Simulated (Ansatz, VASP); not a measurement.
One calculation of Ta4GeIr, two programs

```
CELL_PARAMETERS angstrom
4.71675 0.00000 0.00000
-2.35837 4.08482 0.00000
0.00000 0.00000 5.41038
ATOMIC_POSITIONS crystal
Ta 0.33333 0.66667 0.75226
Ta 0.33333 0.66667 0.24774
Ta 0.66667 0.33333 0.75226
Ta 0.66667 0.33333 0.24774
Ge 0.00000 0.00000 0.50000
Ir 0.00000 0.00000 0.00000
```

Change from the starting cell: species swapped into the TiCrB4 type (P6/mmm, No. 191).

Alike in both runs: functional PBE; k mesh 6 × 6 × 4; occupations gaussian, width 0.1 eV; no spin polarisation.

Ansatz relaxed the structure, and its values are those at the end. VASP's run is a single point on that final structure, the one shown.

```csv
,VASP,Ansatz
version,VASP 6.6.1,Ansatz 0.2.0
potentials or method,"VASP PAW PBE potentials, release 64 (Ta_pv, Ge_d, Ir), cutoff 520 eV","scalar-relativistic, plane waves, PAW"
valence electrons in the cell,67,83
```

|  | VASP | Ansatz | Ansatz less VASP |
| --- | --- | --- | --- |
| gap on the k mesh at the Fermi level (eV) | none | none | - |
| pressure (GPa) | -0.1 | -0.3 | -0.19 |

A gap of «none» marks a metal or a gap that the smearing closes. With one functional, cell and mesh, what is left measures potentials, basis and numerics. VASP's potentials hold 67 valence electrons a cell and Ansatz's 83, so a difference there can come from the potentials and not from the codes.

Neither program's run includes spin-orbit coupling.
